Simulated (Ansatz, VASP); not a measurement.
## Ag3BrCl2: VASP beside Ansatz

```xyz
6
Lattice="6.5090 0.0000 0.0000 -3.2545 5.6369 0.0000 0.0000 0.0000 3.9215" Properties=species:S:1:pos:R:3 pbc="T T T"
Ag    3.2545    0.0000    1.9608
Ag    1.6272    2.8185    1.9608
Ag   -1.6272    2.8185    1.9608
Br    0.0000    0.0000    0.0000
Cl    0.0000    3.7579    0.0000
Cl    3.2545    1.8790    0.0000
```

Change from the starting cell: species swapped into the YCo3B2 type (P6/mmm, No. 191).

Alike in both runs: functional PBE; k mesh 6 × 6 × 10; occupations gaussian, width 0.1 eV; no spin polarisation.

Ansatz relaxed the structure, and its values are those at the end. VASP's run is a single point on that final structure, the one shown.

|  | VASP | Ansatz |
| --- | --- | --- |
| version | VASP 6.6.1 | Ansatz 0.2.0 |
| potentials or method | VASP PAW PBE potentials, release 64 (Ag, Br, Cl), cutoff 520 eV | scalar-relativistic, plane waves, PAW |
| valence electrons in the cell | 54 | 78 |

Ansatz gave:

- gap on the k mesh at the Fermi level (eV): none
- pressure (GPa): 0.0

Problem. Estimate VASP's values.

Solution. gap on the k mesh at the Fermi level (eV): none; pressure (GPa): -0.1.

A gap of «none» marks a metal or a gap that the smearing closes. VASP's potentials hold 54 valence electrons a cell and Ansatz's 78, so a difference there can come from the potentials and not from the codes.
